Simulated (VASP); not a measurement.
Wanted: the native input for a VASP 6.6.1 run.

```yaml
Task: single point
Functional: PBE
Potentials_or_basis: VASP PAW PBE potentials, release 64 (Al, Ru_pv)
Cutoff: 520 eV
k_mesh: 16 × 16 × 16
Occupations: gaussian, width 0.15 eV
Spin: no spin polarisation
Dipole_correction: no
Further_INCAR_settings: ALGO = Fast; EDIFF = 1e-06; NBANDS = 16
```

The structure of AlRu lies in POSCAR:

```
AlRu
1.0
    2.9916000000      0.0000000000      0.0000000000
    0.0000000000      2.9916000000      0.0000000000
    0.0000000000      0.0000000000      2.9916000000
Al Ru
1 1
Direct
   -0.1418184479     -0.1418184479     -0.1002807862
    0.5000000000      0.5000000000      0.5000000000
```

This cell differs from its parent crystal: atom 1 (Al) moved by (-0.600, -0.300) A along [1 1 0] and z.

These files were run (other wordings do the same):

INCAR

```
  PREC = Accurate
  ENCUT = 520
  EDIFF = 1E-6
  ISMEAR = 0
  SIGMA = 0.15
  LREAL = F
  LASPH = T
  NELM = 100
  ALGO = Fast
  ISIF = 2
  LWAVE = F
  LCHARG = F
  GGA = PE
  NBANDS = 16
```

KPOINTS

```
Automatic mesh
0
Gamma
  16 16 16
```

Potentials or basis: VASP PAW PBE potentials, release 64 (Al, Ru_pv).

The run is started by

```console
$ cat potpaw_PBE.64/Al/POTCAR potpaw_PBE.64/Ru_pv/POTCAR > POTCAR
$ mpirun -np 1 vasp_std > vasp.out
```

Results of the run:

```json
{
 "Pressure": "43.7 GPa",
 "Largest force": "11.300 eV/Å"
}
```

Caveat: the cell differs from its parent crystal (atom 1 (Al) moved by (-0.600, -0.300) A along [1 1 0] and z); forces of over 1 eV/Å act on the atoms, so gaps and moduli don't describe the material at rest.

It took 2.5 min on 1 thread of Intel(R) Xeon(R) Platinum 8559C (Emerald Rapids), on a shared host, peak memory 0.52 GiB.
